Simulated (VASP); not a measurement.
# Mo in VASP: single point with PBEsol

Aim: the single point of Mo with PBEsol.

Everything below comes from runs of VASP 6.6.1. Logs are shortened: lines on timing, memory, paths and dates and some standing lists are left out, and cuts for length are marked.

### 1 The cell of the first run

The cell holds a slab with vacuum, 16 atoms: a = 3.129 Å, b = 6.997 Å, c = 25.496 Å, α = 90.00°, β = 90.00°, γ = 90.00°.

### 2 Single point, PBEsol

Input file INCAR:

```
ALGO = Normal
DIPOL = 0.5 0.5 0.500
EDIFF = 1E-6
ENCUT = 520
GGA = PS
IDIPOL = 3
ISIF = 2
ISMEAR = 0
LASPH = True
LCHARG = False
LDIPOL = True
LREAL = Auto
LWAVE = False
NBANDS = 126
NELM = 80
PREC = Accurate
SIGMA = 0.1
```

Input file KPOINTS:

```
k-points
0
Gamma
  11 5 1
```

Input file POSCAR:

```
Mo
1.0
    3.1293068543      0.0000000000      0.0000000000
    0.0000000000      6.9973428486      0.0000000000
    0.0000000000      0.0000000000     25.4960142730
Mo
16
Direct
    0.5000000000      0.6814449524      0.3023414594
    0.0000000000      0.4066246028      0.3231764189
    0.5000000000      0.1075594604      0.3506149320
    0.0000000000      0.8019853054      0.3751187892
    0.5000000000      0.4973579691      0.4052467049
    0.0000000000      0.1979108243      0.4300376855
    0.5000000000      0.8954954278      0.4596133359
    0.0000000000      0.6009191393      0.4864651264
    0.5000000000      0.2990806226      0.5135348659
    0.0000000000      0.0045043809      0.5403867092
    0.5000000000      0.7020891419      0.5699623581
    0.0000000000      0.4026419650      0.5947533399
    0.5000000000      0.0980147135      0.6248811655
    0.0000000000      0.7924406061      0.6493851317
    0.5000000000      0.4933756652      0.6768234913
    0.0000000000      0.2185552234      0.6976584864
```

Potentials or basis: VASP PAW PBE potentials, release 64 (Mo_sv).

Run with:

```bash
cat potpaw_PBE.64/Mo_sv/POTCAR > POTCAR
mpirun -np 1 vasp_std > vasp.out
```

OUTCAR:

```text
EDIFF = 1E-6
   ENCUT = 520
   GGA = PS
   ISIF = 2
   ISMEAR = 0
   LASPH = True
   LREAL = Auto
   NELM = 80
   PREC = Accurate

 ion  position               nearest neighbor table
   1  0.500  0.681  0.302-   2 2.54   2 2.54   4 2.57   4 2.57   5 2.92   3 3.23
   2  0.000  0.407  0.323-   1 2.54   1 2.54   5 2.69   5 2.69   3 2.70   3 2.70   4 3.07   6 3.09

   3  0.500  0.108  0.351-   6 2.64   6 2.64   2 2.70   2 2.70   4 2.72   4 2.72   5 3.06   7 3.15
                             1 3.23
   4  0.000  0.802  0.375-   1 2.57   1 2.57   3 2.72   3 2.72   7 2.74   7 2.74   5 2.75   5 2.75
                             2 3.07   6 3.10   8 3.17
   5  0.500  0.497  0.405-   2 2.69   2 2.69   6 2.69   6 2.69   8 2.69   8 2.69   4 2.75   4 2.75
                             1 2.92   3 3.06   9 3.09   7 3.11
   6  0.000  0.198  0.430-   3 2.64   3 2.64   5 2.69   5 2.69   9 2.74   9 2.74   7 2.74   7 2.74
                             2 3.09   4 3.10  10 3.12   8 3.17
   7  0.500  0.895  0.460-   8 2.68   8 2.68  10 2.70  10 2.70   6 2.74   6 2.74   4 2.74   4 2.74
                             5 3.11  11 3.12   9 3.14   3 3.15
   8  0.000  0.601  0.486-   7 2.68   7 2.68   5 2.69   5 2.69   9 2.72   9 2.72  11 2.74  11 2.74
                            12 3.09  10 3.14   6 3.17   4 3.17
   9  0.500  0.299  0.514-  10 2.68  10 2.68  12 2.69  12 2.69   8 2.72   8 2.72   6 2.74   6 2.74
                             5 3.09   7 3.14  11 3.17  13 3.17
  10  0.000  0.005  0.540-   9 2.68   9 2.68   7 2.70   7 2.70  11 2.74  11 2.74  13 2.74  13 2.74
                            12 3.11   6 3.12   8 3.14  14 3.15
  11  0.500  0.702  0.570-  14 2.64  14 2.64  12 2.69  12 2.69   8 2.74   8 2.74  10 2.74  10 2.74
                            15 3.09  13 3.10   7 3.12   9 3.17
  12  0.000  0.403  0.595-  15 2.69  15 2.69  11 2.69  11 2.69   9 2.69   9 2.69  13 2.75  13 2.75
                            16 2.92  14 3.06   8 3.09  10 3.11
  13  0.500  0.098  0.625-  16 2.57  16 2.57  14 2.72  14 2.72  10 2.74  10 2.74  12 2.75  12 2.75
                            15 3.07  11 3.10   9 3.17
  14  0.000  0.792  0.649-  11 2.64  11 2.64  15 2.70  15 2.70  13 2.72  13 2.72  12 3.06  10 3.15
                            16 3.23
  15  0.500  0.493  0.677-  16 2.54  16 2.54  12 2.69  12 2.69  14 2.70  14 2.70  13 3.07  11 3.09

  16  0.000  0.219  0.698-  15 2.54  15 2.54  13 2.57  13 2.57  12 2.92  14 3.23

  LATTYP: Found a simple orthorhombic cell.
 ALAT       =     3.1293068543
 B/A-ratio  =     2.2360679775
 C/A-ratio  =     8.1474957427

  Lattice vectors:

 A1 = (   3.1293068543,   0.0000000000,   0.0000000000)
 A2 = (   0.0000000000,   6.9973428486,   0.0000000000)
 A3 = (   0.0000000000,   0.0000000000,  25.4960142730)

Analysis of symmetry for initial positions (statically):
=====================================================================
 Subroutine PRICEL returns:
 Original cell was already a primitive cell.

 Routine SETGRP: Setting up the symmetry group for a
 simple orthorhombic supercell.

 Subroutine GETGRP returns: Found  4 space group operations
 (whereof  2 operations were pure point group operations)
 out of a pool of  8 trial point group operations.

The static configuration has the point symmetry C_1h.
 The point group associated with its full space group is C_2h.

Analysis of symmetry for dynamics (positions and initial velocities):
=====================================================================
 Subroutine PRICEL returns:
 Original cell was already a primitive cell.

 Routine SETGRP: Setting up the symmetry group for a
 simple orthorhombic supercell.

 Subroutine GETGRP returns: Found  4 space group operations
 (whereof  2 operations were pure point group operations)
 out of a pool of  8 trial point group operations.

The dynamic configuration has the point symmetry C_1h.
 The point group associated with its full space group is C_2h.

 Subroutine INISYM returns: Found  4 space group operations
 (whereof  2 operations are pure point group operations),
 and found     1 'primitive' translations

----------------------------------------------------------------------------------------

                                     Primitive cell

  volume of cell :     558.2820

  direct lattice vectors                    reciprocal lattice vectors
     3.129306854  0.000000000  0.000000000     0.319559585  0.000000000  0.000000000
     0.000000000  6.997342849  0.000000000     0.000000000  0.142911391  0.000000000
     0.000000000  0.000000000 25.496014273     0.000000000  0.000000000  0.039221817

  length of vectors
     3.129306854  6.997342849 25.496014273     0.319559585  0.142911391  0.039221817

  position of ions in fractional coordinates (direct lattice)
     0.500000000  0.681444952  0.302341459
     0.000000000  0.406624603  0.323176419
     0.500000000  0.107559460  0.350614932
     0.000000000  0.801985305  0.375118789
     0.500000000  0.497357969  0.405246705
     0.000000000  0.197910824  0.430037685
[... 8 lines left out ...]
     0.500000000  0.493375665  0.676823491
     0.000000000  0.218555223  0.697658486

  ion indices of the primitive-cell ions
   primitive index   ion index
                 1           1
                 2           2
                 3           3
                 4           4
                 5           5
                 6           6
[... 8 lines left out ...]
                15          15
                16          16

----------------------------------------------------------------------------------------

 KPOINTS: k-points

Automatic generation of k-mesh.
 Grid dimensions read from file:
 generate k-points for:   11    5    1

 Generating k-lattice:

  Cartesian coordinates                     Fractional coordinates (reciprocal lattice)
     0.029050871  0.000000000  0.000000000     0.090909091  0.000000000  0.000000000
     0.000000000  0.028582278  0.000000000     0.000000000  0.200000000  0.000000000
     0.000000000  0.000000000  0.039221817     0.000000000  0.000000000  1.000000000

  Length of vectors
     0.029050871  0.028582278  0.039221817

  Shift w.r.t. Gamma in fractional coordinates (k-lattice)
     0.000000000  0.000000000  0.000000000

 Subroutine IBZKPT returns following result:
 ===========================================

 Found     18 irreducible k-points:

 Following reciprocal coordinates:
            Coordinates               Weight
  0.000000  0.000000  0.000000      1.000000
  0.090909  0.000000  0.000000      2.000000
  0.181818  0.000000  0.000000      2.000000
  0.272727  0.000000  0.000000      2.000000
  0.363636  0.000000  0.000000      2.000000
  0.454545  0.000000  0.000000      2.000000
[... 10 lines left out ...]
  0.363636  0.400000  0.000000      4.000000
  0.454545  0.400000  0.000000      4.000000
   k-points           NKPTS =     18   k-points in BZ     NKDIM =     18   number of bands    NBANDS=    126
   number of dos      NEDOS =    301   number of ions     NIONS =     16
   total plane-waves  NPLWV = 248832
   dimension x,y,z NGX =    24 NGY =   54 NGZ =  192
   dimension x,y,z NGXF=    48 NGYF=  108 NGZF=  384
   ions per type =              16
   NGX,Y,Z   is equivalent  to a cutoff of  12.75, 12.83, 12.52 a.u.
   NGXF,Y,Z  is equivalent  to a cutoff of  25.50, 25.66, 25.04 a.u.
 SYSTEM =  unknown system
   PREC   = accura    normal or accurate (medium, high low for compatibility)
   ISTART =      0    job   : 0-new  1-cont  2-samecut
   ICHARG =      2    charge: 1-file 2-atom 10-const
   ISPIN  =      1    spin polarized calculation?
   LNONCOLLINEAR =      F non collinear calculations
   LSORBIT =      F    spin-orbit coupling
   LASPH  =      T    aspherical Exc in radial PAW
   ENCUT  =  520.0 eV  38.22 Ry    6.18 a.u.   5.82 13.01 47.41*2*pi/ulx,y,z
   NELM   =     80;   NELMIN=  2; NELMDL= -5     # of ELM steps
   EDIFF  = 0.1E-05   stopping-criterion for ELM
   LREAL  =      T    real-space projection
   EDIFFG = 0.1E-04   stopping-criterion for IOM
   NSW    =      0    number of steps for IOM
   IBRION =     -1    ionic relax: 0-MD 1-quasi-New 2-CG
   NFREE  =      0    steps in history (QN), initial steepest desc. (CG)
   ISIF   =      2    stress and relaxation
   ISYM   =      2    0-nonsym 1-usesym 2-fastsym
   POTIM  = 0.5000    time-step for ionic-motion
   TEBEG  =    0.0;   TEEND  =   0.0 temperature during run
   PSTRESS=    0.0 pullay stress
   NELECT =     224.0000    total number of electrons
   NUPDOWN=      -1.0000    fix difference up-down
   EMIN   =  10.00;   EMAX   =-10.00  energy-range for DOS
   EFERMI =   0.00;   METHOD = LEGACY
   ISMEAR =     0;   SIGMA  =   0.10  broadening in eV -4-tet -1-fermi 0-gaus
   EFERMI_NEDOS =   21; number of points for ismear=-14 and -15
   IALGO  =     38    algorithm
   IMIX   =      4    mixing-type and parameters
     AMIX     =   0.40;   BMIX     =  1.00
     AMIX_MAG =   1.60;   BMIX_MAG =  1.00
  volume/ion in A,a.u.               =      34.89       235.47
  Fermi-wavevector in a.u.,A,eV,Ry     =   1.207461  2.281770 19.836765  1.457961
  Thomas-Fermi vector in A             =   2.343098
   LORBIT       =      0    0 simple, 1 ext, 2 COOP (PROOUT), +10 PAW based schemes
   GGA     = PS    functional components
   LHFCALC =     F    Hartree Fock is set to
   AEXX    =    0.0000 exact exchange contribution
   IVDW    =     0    specifies the selected vdW correction
   LEPSILON=     F    determine dielectric tensor
   LRPA    =     F    only Hartree local field effects (RPA)
 non-spin polarized calculation
 Gauss-broadening in eV      SIGMA  =   0.10
  energy-cutoff  :      520.00
  volume of cell :      558.28
 maximum number of plane-waves:     15072
 NGX is ok and might be reduce to    24
   NGX = 11   NGY = 27   NGZ = 95

 dipolmoment           0.000000      0.000000     -0.000000 electrons x Angstroem

 number of electron     224.0000008 magnetization

 dipolmoment           0.000000      0.000000      0.000001 electrons x Angstroem

 Free energy of the ion-electron system (eV)
  ---------------------------------------------------
  ext. energy  EPLUGINS =         0.00000000
  ---------------------------------------------------
  free energy    TOTEN  =      -179.05215427 eV

  energy without entropy =     -178.98268370  energy(sigma->0) =     -179.01741898

 E-fermi :   3.3010     XC(G=0):  -6.8368

 val. band max:        3.2977487185   @ k =   0.0909   0.2000   0.0000
 cond. band min:       3.3027428574   @ k =   0.4545   0.2000   0.0000
 fundamental gap:      0.0049941389
 Fermi energy:         3.3009635951

 k-point     1 :       0.0000    0.0000    0.0000
  band No.  band energies     occupation
      1     -57.8235      2.00000
      2     -57.7690      2.00000
      3     -57.6798      2.00000
      4     -57.6218      2.00000
      5     -57.6210      2.00000
      6     -57.5900      2.00000
[... 116 lines left out ...]
    123       4.1289      0.00000
    124       4.1597      0.00000

 k-point     2 :       0.0909    0.0000    0.0000
  band No.  band energies     occupation
      1     -57.8125      2.00000
      2     -57.7593      2.00000
      3     -57.6724      2.00000
      4     -57.6178      2.00000
      5     -57.6166      2.00000
      6     -57.5863      2.00000
[... 2148 lines left out ...]
    123       4.9431      0.00000
    124       5.0593      0.00000
 [bands above 124 left out]

------------------------ aborting loop because EDIFF is reached ----------------------------------------

 vacuum level on the upper side and lower side of the slab       (xc-potential included)        -0.120        -0.120

  FORCE on cell =-STRESS in cart. coord.  units (eV):
  Direction    XX          YY          ZZ          XY          YZ          ZX
  --------------------------------------------------------------------------------------
  -------------------------------------------------------------------------------------
  Total       -7.1198814     -7.2602500      0.5857093      0.0000000     -0.0075107      0.0000000
  in kB      -20.4328876    -20.8357221      1.6808894      0.0000000     -0.0215543      0.0000000
  external PRESSURE =     -13.1959068 kB  Pullay stress =       0.0000000 kB

 VOLUME and BASIS-vectors are now :
 -----------------------------------------------------------------------------
  energy-cutoff  :      520.00
  volume of cell :      558.28
      direct lattice vectors                 reciprocal lattice vectors
     3.129306854  0.000000000  0.000000000     0.319559585  0.000000000  0.000000000
     0.000000000  6.997342849  0.000000000     0.000000000  0.142911391  0.000000000
     0.000000000  0.000000000 25.496014273     0.000000000  0.000000000  0.039221817

 POSITION                                       TOTAL-FORCE (eV/Angst)
 -----------------------------------------------------------------------------------
      1.56465      4.76830      7.70850         0.000000      0.024351     -0.036727
      0.00000      2.84529      8.23971         0.000000     -0.027084     -0.023471
      1.56465      0.75263      8.93928         0.000000     -0.013798     -0.018406
      0.00000      5.61177      9.56403         0.000000      0.013762      0.003646
      1.56465      3.48018     10.33218         0.000000      0.000723      0.002792
      0.00000      1.38485     10.96425         0.000000      0.001329      0.003811
[... 8 lines left out ...]
      1.56465      3.45232     17.25630         0.000000      0.027084      0.023471
      0.00000      1.52931     17.78751         0.000000     -0.024351      0.036727
 -----------------------------------------------------------------------------------
    total drift:                                0.000000      0.016578     -0.000714

  FREE ENERGIE OF THE ION-ELECTRON SYSTEM (eV)
  ---------------------------------------------------
  free  energy   TOTEN  =      -179.0521542685 eV

  energy  without entropy=     -178.9826836967  energy(sigma->0) =     -179.01741898

 vacuum level on the upper side and lower side of the slab         7.381         7.381
```

Wall time 36 min (1 thread of AMD EPYC 9R45 (Zen 5), shared host); peak memory 0.98 GiB.

What came out:

```
Free energy            : -179.0522 eV
Largest force          : 0.044 eV/Å
Band gap on the k mesh : zero (bands 112 and 113 overlap by 0.51 eV)
```

Forces on the atoms (eV/Å):
```
Mo   0.000  0.024 -0.037
Mo   0.000 -0.027 -0.023
Mo   0.000 -0.014 -0.018
Mo   0.000  0.014  0.004
Mo   0.000  0.001  0.003
Mo   0.000  0.001  0.004
Mo   0.000  0.002 -0.003
Mo   0.000  0.000  0.004
Mo   0.000  0.000 -0.004
Mo   0.000 -0.002  0.003
Mo   0.000 -0.001 -0.004
Mo   0.000 -0.001 -0.003
Mo   0.000 -0.014 -0.004
Mo   0.000  0.014  0.018
Mo   0.000  0.027  0.023
Mo   0.000 -0.024  0.037
```

Levels at points of the mesh, in eV from the Fermi level:
| k point | band 110 | band 111 | band 112 | band 113 | band 114 | band 115 |
| --- | --- | --- | --- | --- | --- | --- |
| (0.00, 0.00, 0.00) | -0.51 | -0.35 | -0.18 | -0.11 | -0.04 | -0.03 |

Caveat: the PAW data sets were made with another functional, which shifts forces and pressure a little.
